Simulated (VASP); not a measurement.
SnO:

```xyz
4
Lattice="3.7622 0.0000 0.0000 0.0000 3.7622 0.0000 0.0000 0.0000 4.8209" Properties=species:S:1:pos:R:3 pbc="T T T"
Sn    1.8811    0.0000    3.6862
Sn    0.0000    1.8811    1.1347
O     0.0000    0.0000    0.0000
O     1.8811    1.8811    0.0000
```

Base run:

| Quantity | Value |
| --- | --- |
| Program | VASP 6.6.1 |
| Functional | r2SCAN |
| Potentials or basis | VASP PAW PBE potentials, release 64 (Sn_d, O) |
| Cutoff | 520 eV |
| k mesh | 7 × 7 × 6 |
| Occupations | fermi-dirac, width 0.05 eV |
| Spin | no spin polarisation |

Its results: band gap on the k mesh 0.33 eV (least direct gap 2.34 eV); pressure 4.5 GPa; largest force 0.633 eV/Å.

After a change of settings the same cell gave: band gap on the k mesh 0.43 eV (least direct gap 2.22 eV); pressure 13.3 GPa; largest force 1.274 eV/Å. Which change was it?
A. functional from r2SCAN to revPBE; further incar settings from ALGO = Normal; EDIFF = 1e-07; NBANDS = 28 to ALGO = Normal; EDIFF = 1e-06; NBANDS = 28
B. cutoff from 520 eV to 660 eV; further incar settings from ALGO = Normal; EDIFF = 1e-07; NBANDS = 28 to ALGO = Normal; EDIFF = 1e-06; NBANDS = 28; dispersion from none to rVV10
C. functional from r2SCAN to b88 exchange, pbe correlation; cutoff from 520 eV to 600 eV; further incar settings from ALGO = Normal; EDIFF = 1e-07; NBANDS = 28 to ALGO = Normal; EDIFF = 1e-06; NBANDS = 28
D. functional from r2SCAN to BLYP

D.

Caveats: the cell stands under pressure; the PAW data sets were made with another functional, which shifts forces and pressure a little; spin-orbit coupling is left out, which moves the levels of the heavy elements; an odd mesh through Γ misses points on the zone boundary, where band edges can lie.
